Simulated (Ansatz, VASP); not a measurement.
AlN in VASP and in Ansatz

Contents of INCAR:

```
  ALGO = Normal
  EDIFF = 1E-6
  ENCUT = 520
  GGA = PE
  ISIF = 2
  ISMEAR = 0
  LASPH = T
  LCHARG = T
  LELF = T
  LREAL = F
  LVHAR = T
  LWAVE = F
  NBANDS = 16
  NELM = 60
  PREC = Accurate
  SIGMA = 0.05
```

The input KPOINTS:

```
k-points
0
Gamma
  8 8 6
```

Contents of POSCAR:

```
AlN
1.0
    0.0000000000     -2.2015871054     -2.2015871054
    0.0000000000      2.2015871054     -2.2015871054
    4.4031742107      0.0000000000      0.0000000000
Al N
2 2
Direct
    0.5000000000      0.5000000000      0.5000000000
    0.0000000000      0.0000000000      0.0000000000
    0.0000000000      0.5000000000      0.2500000000
    0.5000000000      0.0000000000      0.7500000000
```

Input for Ansatz:

```yaml
crystal:
  lattice:
    - [0.0, -2.2015871054, -2.2015871054]
    - [0.0, 2.2015871054, -2.2015871054]
    - [4.4031742107, 0.0, 0.0]
  atoms:
    - { symbol: Al, position: [0.5, 0.5, 0.5] }
    - { symbol: Al, position: [0.0, 0.0, 0.0] }
    - { symbol: "N", position: [0.0, 0.5, 0.25] }
    - { symbol: "N", position: [0.5, 0.0, 0.75] }
basis:
  ecutwfc: 420
kpoints:
  mp_grid: { grid: [8, 8, 6] }
hamiltonian:
  xc: pbe
scf:
  occupations: { method: gaussian, width: 0.05 }
output:
  forces: true
  stress: true
  eigenvalues: true
  write_density: true
  write_potential: true
  elf: true
  volumetric_format: npy
```

Alike in both runs: task single point; functional PBE; k mesh 8 × 8 × 6; occupations gaussian, width 0.05 eV; no spin polarisation.

```csv
,VASP,Ansatz
version,VASP 6.6.1,Ansatz 0.2.0
potentials or method,"VASP PAW PBE potentials, release 64 (Al, N), cutoff 520 eV","scalar-relativistic, plane waves, PAW"
valence electrons in the cell,16,16
```

Ansatz gave:

```
gap on the k mesh at the Fermi level (eV) : 3.31
least direct gap on the mesh (eV)         : 3.31
pressure (GPa)                            : 0.0
```

Question: What did VASP give for the same quantities?

Answer: gap on the k mesh at the Fermi level (eV): 3.31; least direct gap on the mesh (eV): 3.31; pressure (GPa): -0.3.

With one functional, cell and mesh, what is left measures potentials, basis and numerics.
